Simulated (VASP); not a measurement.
# CaO (Fm-3m) in VASP: further runs

Runs on CaO. Level: r2SCAN. Tasks: single point.

Everything below comes from runs of VASP 6.6.1. Logs are shortened: lines on timing, memory, paths and dates and some standing lists are left out, and cuts for length are marked.

**1. The cell of the first run**

Symmetry: Fm-3m, No. 225, cubic system. Conventional cell: a = 4.744 Å, b = 4.744 Å, c = 4.744 Å, α = 90.00°, β = 90.00°, γ = 90.00°. Within 3.1 Å of Ca (site symmetry m-3m) lie 6 O at 2.37 Å. O (site symmetry m-3m) has 6 Ca at 2.37 Å within 3.1 Å.

**2. Single point, r2SCAN**

POSCAR

```
CaO
1.0
    2.3719906460      2.3719906460      0.0000000000
   -2.3719906460      2.3719906460      0.0000000000
    0.0000000000      2.3719906460      2.3719906460
Ca O
1 1
Direct
    0.0000000000      0.0000000000      0.0000000000
    0.5000000000      0.5000000000      0.0000000000
```

INCAR.step1

```
SYSTEM = CaO
ALGO = Normal
EDIFF = 1E-5
ENCUT = 910
GGA = PE
GGA_COMPAT = .FALSE.
ISMEAR = 0
LASPH = .TRUE.
LCHARG = .FALSE.
LREAL = .FALSE.
LWAVE = .TRUE.
NBANDS = 15
NELM = 120
PREC = Accurate
SIGMA = 0.01
```

INCAR.step2

```
SYSTEM = CaO
ALGO = Normal
EDIFF = 1E-6
ENCUT = 910
GGA_COMPAT = .FALSE.
ISIF = 2
ISMEAR = 0
ISTART = 1
LASPH = .TRUE.
LCHARG = .FALSE.
LMIXTAU = .TRUE.
LREAL = .FALSE.
LWAVE = .FALSE.
METAGGA = R2SCAN
NBANDS = 15
NELM = 120
PREC = Accurate
SIGMA = 0.01
```

KPOINTS

```
k-points
0
G
  8 8 8
  0 0 0
```

Potentials or basis: VASP PAW PBE potentials, release 64 (Ca_sv, O_h).

Command:

```console
$ cat potpaw_PBE.64/Ca_sv/POTCAR potpaw_PBE.64/O_h/POTCAR > POTCAR
$ cp INCAR.step1 INCAR
$ mpirun -np 1 vasp_std > vasp.out
$ cp INCAR.step2 INCAR
$ mpirun -np 1 vasp_std > vasp.out
```

OUTCAR:

```text
SYSTEM = CaO
   EDIFF = 1E-6
   ENCUT = 910
   ISIF = 2
   ISMEAR = 0
   ISTART = 1
   LASPH = .TRUE.
   LREAL = .FALSE.
   METAGGA = R2SCAN
   NELM = 120
   PREC = Accurate

 ion  position               nearest neighbor table
   1  0.000  0.000  0.000-
   2  0.500  0.500  0.000-

  LATTYP: Found a face centered cubic cell.
 ALAT       =     4.7439812920

  Lattice vectors:

 A1 = (   0.0000000000,   2.3719906460,   2.3719906460)
 A2 = (   2.3719906460,   0.0000000000,   2.3719906460)
 A3 = (   2.3719906460,   2.3719906460,   0.0000000000)

Analysis of symmetry for initial positions (statically):
=====================================================================
 Subroutine PRICEL returns:
 Original cell was already a primitive cell.

 Routine SETGRP: Setting up the symmetry group for a
 face centered cubic supercell.

 Subroutine GETGRP returns: Found 48 space group operations
 (whereof 48 operations were pure point group operations)
 out of a pool of 48 trial point group operations.

The static configuration has the point symmetry O_h .

Analysis of symmetry for dynamics (positions and initial velocities):
=====================================================================
 Subroutine PRICEL returns:
 Original cell was already a primitive cell.

 Routine SETGRP: Setting up the symmetry group for a
 face centered cubic supercell.

 Subroutine GETGRP returns: Found 48 space group operations
 (whereof 48 operations were pure point group operations)
 out of a pool of 48 trial point group operations.

The dynamic configuration has the point symmetry O_h .

 Subroutine INISYM returns: Found 48 space group operations
 (whereof 48 operations are pure point group operations),
 and found     1 'primitive' translations

----------------------------------------------------------------------------------------

                                     Primitive cell

  volume of cell :      26.6912

  direct lattice vectors                    reciprocal lattice vectors
     2.371990646  2.371990646  0.000000000     0.210793411  0.210793411 -0.210793411
    -2.371990646  2.371990646  0.000000000    -0.210793411  0.210793411 -0.210793411
     0.000000000  2.371990646  2.371990646     0.000000000  0.000000000  0.421586823

  length of vectors
     3.354501341  3.354501341  3.354501341     0.365104898  0.365104898  0.421586823

  position of ions in fractional coordinates (direct lattice)
     0.000000000  0.000000000  0.000000000
     0.500000000  0.500000000  0.000000000

  ion indices of the primitive-cell ions
   primitive index   ion index
                 1           1
                 2           2

----------------------------------------------------------------------------------------

 KPOINTS: k-points

Automatic generation of k-mesh.
 Grid dimensions read from file:
 generate k-points for:    8    8    8

 Generating k-lattice:

  Cartesian coordinates                     Fractional coordinates (reciprocal lattice)
     0.026349176  0.026349176 -0.026349176     0.125000000  0.000000000  0.000000000
    -0.026349176  0.026349176 -0.026349176     0.000000000  0.125000000  0.000000000
     0.000000000  0.000000000  0.052698353     0.000000000  0.000000000  0.125000000

  Length of vectors
     0.045638112  0.045638112  0.052698353

  Shift w.r.t. Gamma in fractional coordinates (k-lattice)
     0.000000000  0.000000000  0.000000000

 Subroutine IBZKPT returns following result:
 ===========================================

 Found     29 irreducible k-points:

 Following reciprocal coordinates:
            Coordinates               Weight
  0.000000  0.000000  0.000000      1.000000
  0.125000  0.000000  0.000000      8.000000
  0.250000  0.000000  0.000000      8.000000
  0.375000  0.000000  0.000000      8.000000
  0.500000  0.000000  0.000000      4.000000
  0.125000  0.125000  0.000000     12.000000
[... 16 lines left out ...]
  0.375000  0.250000  0.125000     48.000000
  0.500000  0.250000  0.125000     24.000000
 [... further k-points ...]
   k-points           NKPTS =     29   k-points in BZ     NKDIM =     29   number of bands    NBANDS=     15
   number of dos      NEDOS =    301   number of ions     NIONS =      2
   total plane-waves  NPLWV =  46656
   dimension x,y,z NGX =    36 NGY =   36 NGZ =   36
   dimension x,y,z NGXF=    72 NGYF=   72 NGZF=   72
   ions per type =               1   1
   NGX,Y,Z   is equivalent  to a cutoff of  17.84, 17.84, 17.84 a.u.
   NGXF,Y,Z  is equivalent  to a cutoff of  35.68, 35.68, 35.68 a.u.
 SYSTEM =  CaO
   PREC   = accura    normal or accurate (medium, high low for compatibility)
   ISTART =      1    job   : 0-new  1-cont  2-samecut
   ICHARG =      0    charge: 1-file 2-atom 10-const
   ISPIN  =      1    spin polarized calculation?
   LNONCOLLINEAR =      F non collinear calculations
   LSORBIT =      F    spin-orbit coupling
   LASPH  =      T    aspherical Exc in radial PAW
   ENCUT  =  910.0 eV  66.88 Ry    8.18 a.u.   8.25  8.25  8.25*2*pi/ulx,y,z
   NELM   =    120;   NELMIN=  2; NELMDL=  0     # of ELM steps
   EDIFF  = 0.1E-05   stopping-criterion for ELM
   LREAL  =      F    real-space projection
   EDIFFG = 0.1E-04   stopping-criterion for IOM
   NSW    =      0    number of steps for IOM
   IBRION =     -1    ionic relax: 0-MD 1-quasi-New 2-CG
   NFREE  =      0    steps in history (QN), initial steepest desc. (CG)
   ISIF   =      2    stress and relaxation
   ISYM   =      2    0-nonsym 1-usesym 2-fastsym
   POTIM  = 0.5000    time-step for ionic-motion
   TEBEG  =    0.0;   TEEND  =   0.0 temperature during run
   PSTRESS=    0.0 pullay stress
   NELECT =      16.0000    total number of electrons
   NUPDOWN=      -1.0000    fix difference up-down
   EMIN   =  10.00;   EMAX   =-10.00  energy-range for DOS
   EFERMI =   0.00;   METHOD = LEGACY
   ISMEAR =     0;   SIGMA  =   0.01  broadening in eV -4-tet -1-fermi 0-gaus
   EFERMI_NEDOS =   21; number of points for ismear=-14 and -15
   IALGO  =     38    algorithm
   IMIX   =      4    mixing-type and parameters
     AMIX     =   0.40;   BMIX     =  1.00
     AMIX_MAG =   1.60;   BMIX_MAG =  1.00
  volume/ion in A,a.u.               =      13.35        90.06
  Fermi-wavevector in a.u.,A,eV,Ry     =   1.380358  2.608499 25.924395  1.905389
  Thomas-Fermi vector in A             =   2.505243
   LORBIT       =      0    0 simple, 1 ext, 2 COOP (PROOUT), +10 PAW based schemes
   METAGGA = R2SCAN    functional components
   LHFCALC =     F    Hartree Fock is set to
   AEXX    =    0.0000 exact exchange contribution
   IVDW    =     0    specifies the selected vdW correction
   LEPSILON=     F    determine dielectric tensor
   LRPA    =     F    only Hartree local field effects (RPA)
 non-spin polarized calculation
 Gauss-broadening in eV      SIGMA  =   0.01
  energy-cutoff  :      910.00
  volume of cell :       26.69
 maximum number of plane-waves:      1687
 NGX is ok and might be reduce to    36
   NGX = 17   NGY = 17   NGZ = 17

 number of electron      16.0000001 magnetization

 Free energy of the ion-electron system (eV)
  ---------------------------------------------------
  ext. energy  EPLUGINS =         0.00000000
  ---------------------------------------------------
  free energy    TOTEN  =       -19.44607254 eV

  energy without entropy =      -19.44607254  energy(sigma->0) =      -19.44607254

 E-fermi :   2.6133     XC(G=0): -11.2863

 val. band max:        2.5255211708   @ k =   0.0000   0.0000   0.0000
 cond. band min:       6.7050562205   @ k =   0.5000   0.5000   0.0000
 fundamental gap:      4.1795350497
 Fermi energy:         2.6133189427

 k-point     1 :       0.0000    0.0000    0.0000
  band No.  band energies     occupation
      1     -36.3658      2.00000
      2     -16.2276      2.00000
      3     -16.2276      2.00000
      4     -16.2276      2.00000
      5     -14.0259      2.00000
      6       2.5255      2.00000
      7       2.5255      2.00000
      8       2.5255      2.00000
      9       8.2924      0.00000
     10       9.4792      0.00000
     11       9.4792      0.00000
     12       9.4792      0.00000
     13      11.1454      0.00000
     14      11.1454      0.00000
     15      18.5610      0.00000

 k-point     2 :       0.1250    0.0000    0.0000
  band No.  band energies     occupation
      1     -36.3483      2.00000
      2     -16.5245      2.00000
      3     -16.2359      2.00000
      4     -16.2359      2.00000
      5     -13.7219      2.00000
      6       1.9990      2.00000
      7       2.3030      2.00000
      8       2.3030      2.00000
      9       8.9784      0.00000
     10       9.4396      0.00000
     11       9.7636      0.00000
     12       9.7636      0.00000
     13      11.5435      0.00000
     14      11.5435      0.00000
     15      19.2069      0.00000

 k-point     3 :       0.2500    0.0000    0.0000
  band No.  band energies     occupation
      1     -36.3055      2.00000
      2     -17.0625      2.00000
      3     -16.2556      2.00000
      4     -16.2556      2.00000
      5     -13.1651      2.00000
      6       0.9784      2.00000
      7       1.8243      2.00000
      8       1.8243      2.00000
      9       9.5290      0.00000
     10      10.4749      0.00000
     11      10.5121      0.00000
     12      10.5121      0.00000
     13      12.5031      0.00000
     14      12.5031      0.00000
     15      19.7082      0.00000

 k-point     4 :       0.3750    0.0000    0.0000
  band No.  band energies     occupation
      1     -36.2624      2.00000
      2     -17.4822      2.00000
      3     -16.2751      2.00000
      4     -16.2751      2.00000
      5     -12.7234      2.00000
      6       0.1419      2.00000
      7       1.4067      2.00000
      8       1.4067      2.00000
      9      10.0263      0.00000
     10      11.3842      0.00000
     11      11.3842      0.00000
     12      11.7094      0.00000
     13      13.5450      0.00000
     14      13.5450      0.00000
     15      18.7861      0.00000
[... 307 lines left out ...]
 k-point    22 :       0.2500    0.2500    0.1250
  band No.  band energies     occupation
      1     -36.2745      2.00000
      2     -17.1009      2.00000
      3     -16.4077      2.00000
      4     -16.2958      2.00000
      5     -13.1292      2.00000
      6       0.6639      2.00000
      7       1.7061      2.00000
      8       2.0127      2.00000
      9       8.5620      0.00000
     10      10.6720      0.00000
     11      11.2591      0.00000
     12      11.6318      0.00000
     13      12.4939      0.00000
     14      13.8314      0.00000
     15      20.2312      0.00000

 k-point    23 :       0.3750    0.2500    0.1250
  band No.  band energies     occupation
      1     -36.2404      2.00000
      2     -17.2802      2.00000
      3     -16.4801      2.00000
      4     -16.3382      2.00000
      5     -12.9705      2.00000
      6       0.4882      2.00000
      7       1.4014      2.00000
      8       1.6725      2.00000
      9       9.1102      0.00000
     10      10.9419      0.00000
     11      11.9007      0.00000
     12      12.0942      0.00000
     13      13.5212      0.00000
     14      14.8357      0.00000
     15      18.8142      0.00000

 k-point    24 :       0.5000    0.2500    0.1250
  band No.  band energies     occupation
      1     -36.2262      2.00000
      2     -17.3518      2.00000
      3     -16.4958      2.00000
      4     -16.3684      2.00000
      5     -12.9104      2.00000
      6       0.4406      2.00000
      7       1.3703      2.00000
      8       1.4169      2.00000
      9      10.0660      0.00000
     10      10.1584      0.00000
     11      12.2151      0.00000
     12      12.5077      0.00000
     13      13.8262      0.00000
     14      15.6595      0.00000
     15      17.9397      0.00000

 [... further k-points ...]
[... 5 lines left out ...]
  --------------------------------------------------------------------------------------
  -------------------------------------------------------------------------------------
  Total        0.8443058      0.8443058      0.8443058     -0.0000000     -0.0000000      0.0000000
  in kB       50.6805670     50.6805670     50.6805670     -0.0000000     -0.0000000      0.0000000
  external PRESSURE =      50.6805670 kB  Pullay stress =       0.0000000 kB

 VOLUME and BASIS-vectors are now :
 -----------------------------------------------------------------------------
  energy-cutoff  :      910.00
  volume of cell :       26.69
      direct lattice vectors                 reciprocal lattice vectors
     2.371990646  2.371990646  0.000000000     0.210793411  0.210793411 -0.210793411
    -2.371990646  2.371990646  0.000000000    -0.210793411  0.210793411 -0.210793411
     0.000000000  2.371990646  2.371990646     0.000000000  0.000000000  0.421586823

 POSITION                                       TOTAL-FORCE (eV/Angst)
 -----------------------------------------------------------------------------------
      0.00000      0.00000      0.00000        -0.000000     -0.000000      0.000000
      0.00000      2.37199      0.00000         0.000000      0.000000      0.000000
 -----------------------------------------------------------------------------------
    total drift:                               -0.000000      0.000000     -0.000000

  FREE ENERGIE OF THE ION-ELECTRON SYSTEM (eV)
  ---------------------------------------------------
  free  energy   TOTEN  =       -19.4460725386 eV

  energy  without entropy=      -19.4460725386  energy(sigma->0) =      -19.44607254
```

Run time: 49 s. Hardware: 1 thread of Intel Xeon 6975P-C (Granite Rapids), shared host; peak memory 0.22 GiB.

What came out:

```yaml
Free_energy: -19.4461 eV
Pressure: 5.1 GPa
Band_gap_on_the_k_mesh: 4.18 eV, indirect (least direct gap 4.54 eV)
```

Caveat: the cutoff is under 1.25 times the usual one of these potentials, so pressure, stress and relaxed cells hold a basis-set (Pulay) error; the PAW data sets were made with another functional, which shifts forces and pressure a little.

(Continued in part 2 of 2.)
